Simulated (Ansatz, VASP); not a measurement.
# HfC in VASP and in Ansatz

```
CELL_PARAMETERS angstrom
0.00000 2.32500 2.32500
2.32500 0.00000 2.32500
2.32500 2.32500 0.00000
ATOMIC_POSITIONS crystal
Hf 0.50000 0.50000 0.50000
C 0.00000 0.00000 0.00000
```

Alike in both runs: functional PBE; k mesh 7 × 7 × 7; occupations fermi-dirac, width 0.05 eV; non-collinear spin, spin-orbit coupling.

```csv
,VASP,Ansatz
version,VASP 6.6.1,Ansatz 0.2.0
potentials or method,"VASP PAW PBE potentials, release 64 (Hf_pv, C), cutoff 520 eV","all-electron LAPW, relativistic spinors"
task,single point,band structure
```

|  | VASP | Ansatz | Ansatz less VASP |
| --- | --- | --- | --- |
| pressure (GPa) | -0.6 | -0.3 | +0.22 |
| net moment per atom (μB) | 0.00 | 0.00 | 0.000 |

Ansatz ran all-electron here, and VASP with PAW potentials.

Noted on Ansatz's run: the k mesh is thin for a metal, which can move the energy by tens of meV per atom.
